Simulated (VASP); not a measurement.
## Hg: single point with LDA

The system is Hg.

```xyz
1
Lattice="-1.4297 1.4297 1.4297 1.4297 -1.4297 1.4297 1.4297 1.4297 -1.4297" Properties=species:S:1:pos:R:3 pbc="T T T"
Hg    0.0000    0.0000    0.0000
```

This cell differs from its parent crystal: volume scaled by 0.52.

| Property | Result |
| --- | --- |
| Program | VASP 6.6.1 |
| Task | single point |
| Functional | LDA |
| Potentials or basis | VASP PAW LDA potentials, release 64 (Hg) |
| Cutoff | 520 eV |
| k mesh | 15 × 15 × 15 |
| Occupations | fermi-dirac, width 0.1 eV |
| Spin | no spin polarisation |
| Dipole correction | no |
| Further INCAR settings | ALGO = Normal; EDIFF = 1e-06; NBANDS = 12 |

```yaml
Pressure: 279.8 GPa
Band_gap_on_the_k_mesh: zero (band 6 reaches 15.28 eV, above the bottom of band 7 at 13.30 eV)
```

Levels at points of the mesh, in eV from the Fermi level:
| k point | band 4 | band 5 | band 6 | band 7 | band 8 | band 9 |
| --- | --- | --- | --- | --- | --- | --- |
| (0.00, 0.00, 0.00) | -13.55 | -10.42 | -10.42 | 14.11 | 14.11 | 14.11 |

Wall time 5.8 s on 1 thread of Intel(R) Xeon(R) 6975P-C (Granite Rapids), on a shared host, peak memory 0.12 GiB.

Caveat: spin-orbit coupling is left out, which moves the levels of the heavy elements.
